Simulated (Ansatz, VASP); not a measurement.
**Two plane-wave programs on Bi2Te2Pb2S3**

```
CELL_PARAMETERS angstrom
4.25788 0.00000 0.00000
-2.12894 3.68743 0.00000
0.00000 0.00000 16.94310
ATOMIC_POSITIONS crystal
Bi 0.00000 0.00000 0.19541
Bi 0.00000 0.00000 0.80459
Te 0.33333 0.66667 0.91044
Te 0.66667 0.33333 0.08956
Pb 0.33333 0.66667 0.60098
Pb 0.66667 0.33333 0.39902
S 0.33333 0.66667 0.29880
S 0.66667 0.33333 0.70120
S 0.00000 0.00000 0.50000
```

Alike in both runs: functional PBE; k mesh 8 × 8 × 2; occupations fermi-dirac, width 0.02 eV; no spin polarisation.

Ansatz relaxed the structure, and its values are those at the end. VASP's run is a single point on that final structure, the one shown.

```csv
,VASP,Ansatz
version,VASP 6.6.1,Ansatz 0.2.0
potentials or method,"VASP PAW PBE potentials, release 64 (Bi_d, Te, Pb_d, S)","plane-wave PAW, scalar-relativistic"
plane-wave cutoff (eV),520,420
valence electrons in the cell,88,108
```

|  | VASP | Ansatz | Ansatz less VASP |
| --- | --- | --- | --- |
| pressure (GPa) | 0.9 | 1.0 | +0.04 |
| rms of the force components (eV/Å) | 0.005 | 0.000 | -0.0043 |

VASP's potentials hold 88 valence electrons a cell and Ansatz's 108, so a difference there can come from the potentials and not from the codes. Ansatz's warnings: stress scf threshold loose.

Spin-orbit coupling is off throughout.
